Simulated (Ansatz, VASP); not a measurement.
# Eu: VASP beside Ansatz

```xyz
1
Lattice="0.0000 2.5894 2.5894 2.5894 0.0000 2.5894 2.5894 2.5894 0.0000" Properties=species:S:1:pos:R:3 pbc="T T T"
Eu    0.0000    0.0000    0.0000
```

Change from the starting cell: volume scaled by 0.8, PAW files.

Alike in both runs: task single point; functional PBE; k mesh 9 × 9 × 9; occupations fermi-dirac, width 0.08 eV; collinear spin.

|  | VASP | Ansatz |
| --- | --- | --- |
| version | VASP 6.6.1 | Ansatz 0.2.0 |
| potentials or method | VASP PAW PBE potentials, release 64 (Eu) | PAW with Ansatz's default frozen-core files, scalar-relativistic |
| plane-wave cutoff (eV) | 520 | 420 |
| valence electrons in the cell | 17 | 17 |

```csv
,VASP,Ansatz,Ansatz less VASP
pressure (GPa),3.4,3.6,+0.23
net moment per atom (μB),7.47,7.49,+0.016
size of the moment on the site where the two differ most (μB),6.72,7.13,+0.410
```

Site moments also hang on the region over which each program counts them.

Neither program's run includes spin-orbit coupling.
